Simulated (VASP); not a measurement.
Wanted: the native input for a VASP 6.6.1 run.

```
Task                   : single point
Functional             : LDA
Potentials or basis    : VASP PAW LDA potentials, release 64 (Sn_d, Ir)
Cutoff                 : 520 eV
k mesh                 : 10 × 10 × 10
Occupations            : fermi-dirac, width 0.03 eV
Spin                   : no spin polarisation
Dipole correction      : no
Further INCAR settings : ALGO = Normal; EDIFF = 1e-06; NBANDS = 26
```

The structure of Sn2Ir lies in POSCAR:

```
Sn2Ir
1.0
    0.0000000000      3.1690000000      3.1373100000
    3.1690000000      0.0000000000      3.1373100000
    3.1690000000      3.1690000000      0.0000000000
Sn Ir
2 1
Direct
    0.2500000000      0.2500000000      0.2500000000
    0.7500000000      0.7500000000      0.7500000000
    0.0000000000      0.0000000000      0.0000000000
```

This cell differs from its parent crystal: zz strain of -1 %.

One way to write it, as run:

INCAR

```
SYSTEM = Sn2Ir
ALGO = Normal
EDIFF = 1E-6
ENCUT = 520
ISIF = 2
ISMEAR = -1
LASPH = .TRUE.
LCHARG = .FALSE.
LREAL = .FALSE.
LWAVE = .FALSE.
NBANDS = 26
NELM = 60
PREC = Accurate
SIGMA = 0.03
```

KPOINTS

```
k-points
0
G
  10 10 10
  0 0 0
```

Potentials or basis: VASP PAW LDA potentials, release 64 (Sn_d, Ir).

Launch:

```sh
$ cat potpaw_LDA.64/Sn_d/POTCAR potpaw_LDA.64/Ir/POTCAR > POTCAR
$ mpirun -np 1 vasp_std > vasp.out
```

Results of the run:

```json
{
  "Pressure": "-0.5 GPa",
  "Band gap on the k mesh": "zero (an odd number of electrons rules out a gap without spin polarisation)"
}
```

Caveat: the cell differs from its parent crystal (zz strain of -1 %); spin-orbit coupling is left out, which moves the levels of the heavy elements.

Wall time 4.2 min on 1 thread of Intel Xeon 8259CL, on a shared host, peak memory 0.28 GiB.
